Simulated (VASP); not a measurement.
The system is BeS.

```
Be S
1.0
     3.46216    0.00000    0.00000
    -1.73108    2.99832    0.00000
     0.00000    0.00000    6.99243
Be S
2 2
Direct
  0.33333 0.66667 0.25000
  0.66667 0.33333 0.75000
  0.66667 0.33333 0.25000
  0.33333 0.66667 0.75000
```

Base run:

* Program: VASP 6.6.1
* Functional: PBE
* Potentials or basis: VASP PAW PBE potentials, release 64 (Be, S)
* Cutoff: 520 eV
* k mesh: 6 × 6 × 4
* Occupations: gaussian, width 0.01 eV
* Spin: no spin polarisation

Its results: band gap on the k mesh 3.99 eV (least direct gap 4.14 eV); pressure 0.5 GPa.

The run is repeated on the same cell with these changes: functional from PBE to PBE-based global hybrid with 15 % exact exchange; k mesh from 6 × 6 × 4 to 6 × 6 × 2. What comes out?

Band gap on the k mesh 5.26 eV (least direct gap 5.42 eV); pressure -0.1 GPa.

Several settings changed at once.

Caveats: some runs use coarse meshes; the PAW data sets were made with another functional, which shifts forces and pressure a little (at least some runs).

A k mesh can miss the band edges.
